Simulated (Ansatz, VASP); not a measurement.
**One calculation of CoSi, two programs**

```xyz
2
Lattice="2.6853 0.0000 0.0000 0.0000 2.6853 0.0000 0.0000 0.0000 2.6853" Properties=species:S:1:pos:R:3 pbc="T T T"
Co    0.0000    0.0000    0.0000
Si    1.3427    1.3427    1.3427
```

Change from the starting cell: volume scaled by 0.9, LAPW.

Alike in both runs: task single point; functional PBE; k mesh 14 × 14 × 14; occupations fermi-dirac, width 0.03 eV; collinear spin.

```csv
,VASP,Ansatz
version,VASP 6.6.1,Ansatz 0.2.0
potentials or method,"VASP PAW PBE potentials, release 64 (Co, Si), cutoff 520 eV","all-electron LAPW, scalar-relativistic"
```

```tsv
	VASP	Ansatz	Ansatz less VASP
pressure (GPa)	28.6	28.8	+0.20
net moment per atom (μB)	0.21	0.24	+0.028
size of the moment on the site where the two differ most (μB)	0.41	0.48	+0.064
```

Site moments also hang on the region over which each program counts them. Both programs put the cell under a high pressure, so it lies far from rest at this level. Ansatz ran all-electron here, and VASP with PAW potentials.
